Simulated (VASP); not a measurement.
# MnO: relaxation of shape and atoms at fixed volume with PBE+U

MnO:

```
Mn O
1.0
     0.00000    2.29747    2.29747
     2.29747    0.00000    2.29747
     4.54302    4.54302    0.05193
Mn O
2 2
Direct
  0.00000 0.00000 0.00000
  0.00000 0.00000 0.50000
  0.50000 0.50000 0.25000
  0.50000 0.50000 0.75000
```

This cell differs from its parent crystal: volume scaled by 1.040.

| Property | Result |
| --- | --- |
| Program | VASP 6.6.1 |
| Task | relaxation of shape and atoms at fixed volume |
| Functional | PBE |
| Potentials or basis | VASP PAW PBE potentials, release 64 (Mn_pv, O) |
| Cutoff | 600 eV |
| k mesh | 12 × 12 × 6 |
| Occupations | gaussian, width 0.05 eV |
| Spin | collinear spin, antiferromagnetic start |
| Starting moments | [4.74, -4.74, 0.0, 0.0] μB |
| Hubbard terms | Mn d U = 3.9 eV |
| Dipole correction | no |
| Further INCAR settings | ALGO = Normal; EDIFF = 1e-06; IBRION = 2; EDIFFG = -0.01; NSW = 60; ISIF = 4 |

- Pressure after relaxing: -6.6 GPa
- Band gap on the k mesh: 1.49 eV
- Net moment: 0.00 μB per cell
- Site moments: Mn +4.59, -4.59; O +0.00 μB
- Valence electrons inside the program's atomic spheres: Mn 11.27; O 4.96

Final structure:
```cif
data_structure
_symmetry_space_group_name_H-M 'P 1'
_symmetry_Int_Tables_number 1
_cell_length_a 3.2491
_cell_length_b 3.2491
_cell_length_c 6.4250
_cell_angle_alpha 59.622
_cell_angle_beta 59.622
_cell_angle_gamma 60.000
_cell_volume 47.69
loop_
_atom_site_label
_atom_site_type_symbol
_atom_site_fract_x
_atom_site_fract_y
_atom_site_fract_z
_atom_site_occupancy
Mn1 Mn 0.00000 0.00000 0.00000 1
Mn2 Mn 0.00000 0.00000 0.50000 1
O1 O 0.50000 0.50000 0.25000 1
O2 O 0.50000 0.50000 0.75000 1
```

Levels at points of the mesh, in eV from the valence-band top:
Spin up:
| k point | band 16 | band 17 | band 18 | band 19 | band 20 | band 21 | band 22 | band 23 |
| --- | --- | --- | --- | --- | --- | --- | --- | --- |
| (0.00, 0.00, 0.00) | -1.41 | -1.32 | -0.53 | -0.53 | 1.49 | 4.76 | 4.84 | 4.84 |
| (0.50, 0.00, 0.00) | -2.29 | -2.02 | -0.35 | -0.29 | 3.95 | 5.49 | 5.51 | 5.65 |
| (0.00, 0.00, 0.50) | -2.00 | -2.00 | 0.00 | 0.00 | 3.82 | 3.84 | 4.79 | 4.79 |
| (0.50, 0.00, 0.50) | -2.39 | -1.83 | -0.60 | -0.26 | 3.77 | 5.30 | 5.64 | 5.65 |
Spin down:
| k point | band 16 | band 17 | band 18 | band 19 | band 20 | band 21 | band 22 | band 23 |
| --- | --- | --- | --- | --- | --- | --- | --- | --- |
| (0.00, 0.00, 0.00) | -1.41 | -1.32 | -0.53 | -0.53 | 1.49 | 4.76 | 4.84 | 4.84 |
| (0.50, 0.00, 0.00) | -2.29 | -2.02 | -0.35 | -0.29 | 3.95 | 5.49 | 5.51 | 5.65 |
| (0.00, 0.00, 0.50) | -2.00 | -2.00 | 0.00 | 0.00 | 3.82 | 3.84 | 4.79 | 4.79 |
| (0.50, 0.00, 0.50) | -2.39 | -1.83 | -0.60 | -0.26 | 3.77 | 5.30 | 5.64 | 5.65 |

Eigenvalues of the final occupation matrices:
| site | spin | trace | eigenvalues |
| --- | --- | --- | --- |
| site 1 d | 1 | 4.75 | 0.94 0.94 0.94 0.97 0.97 |
| site 1 d | 2 | 0.19 | 0.02 0.02 0.02 0.07 0.07 |
| site 2 d | 1 | 0.19 | 0.02 0.02 0.02 0.07 0.07 |
| site 2 d | 2 | 4.75 | 0.94 0.94 0.94 0.97 0.97 |

Run time: 5.7 min on 1 thread of Oxide Virtual Turin-like Processor, with other jobs on the host, peak memory 0.33 GiB.

Caveat: the relaxation stopped at its first step, so nothing moved. The state reached can hang on the start; a lower one may exist.
